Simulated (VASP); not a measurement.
Set up this calculation in VASP 6.6.1, as the native input.

```yaml
Task: relaxation of cell and atoms
Functional: PBEsol
Potentials_or_basis: VASP PAW PBE potentials, release 64 (Ta_pv)
Cutoff: 500 eV
k_mesh: 9 × 9 × 9
Occupations: methfessel-paxton, width 0.1 eV
Spin: no spin polarisation
Dipole_correction: no
Further_INCAR_settings: ALGO = Normal; EDIFF = 1e-07; IBRION = 2; EDIFFG = -0.02; NSW = 80; ISIF = 3
```

The structure of Ta lies in POSCAR:

```
Ta
1.0
   -1.6512800000      1.6512800000      1.6512800000
    1.6512800000     -1.6512800000      1.6512800000
    1.6512800000      1.6512800000     -1.6512800000
Ta
1
Direct
    0.0000000000      0.0000000000      0.0000000000
```

These files were run (other wordings do the same):

INCAR

```
SYSTEM = Ta
PREC     = Accurate       ! precision mode
ENCUT    = 500            ! plane-wave cutoff, eV
EDIFF    = 1E-7           ! SCF threshold, eV
ISMEAR   = 1              ! smearing method
SIGMA    = 0.1            ! smearing width, eV
LREAL    = .False.        ! projectors in reciprocal space
LASPH    = .True.         ! aspherical terms in the spheres
NELM     = 120            ! most SCF steps
ALGO     = Normal         ! electronic algorithm
ISIF     = 3              ! what is computed and relaxed
LWAVE    = .False.        ! write WAVECAR
LCHARG   = .False.        ! write CHGCAR
GGA      = PS             ! functional
IBRION   = 2              ! ionic algorithm
NSW      = 80             ! ionic steps
EDIFFG   = -0.02          ! ionic threshold
GGA_COMPAT= .False.      
NELMIN   = 4
```

KPOINTS

```
regular mesh
0
Gamma
  9 9 9
  0 0 0
```

Potentials or basis: VASP PAW PBE potentials, release 64 (Ta_pv).

Launch:

```console
$ cat potpaw_PBE.64/Ta_pv/POTCAR > POTCAR
$ mpirun -np 1 vasp_std > vasp.out
```

Results of the run:

- Relaxed volume: 17.61 Å³/atom
- Relaxed cell: a = 2.839 Å, b = 2.839 Å, c = 2.839 Å, α = 109.47°, β = 109.47°, γ = 109.47°
- Space group after relaxing (to 0.1 Å): Im-3m (No. 229)
- Energy gained by relaxing: 5.2 meV/atom
- Ionic steps: 3
- Pressure after relaxing: 0.0 GPa
- Band gap on the k mesh: zero (an odd number of electrons rules out a gap without spin polarisation)

Caveat: the PAW data sets were made with another functional, which shifts forces and pressure a little; spin-orbit coupling is left out, which moves the levels of the heavy elements.

Wall time 12 s on 1 thread of AMD EPYC 7R13 Processor (Zen 3), with other jobs on the host, peak memory 0.11 GiB.
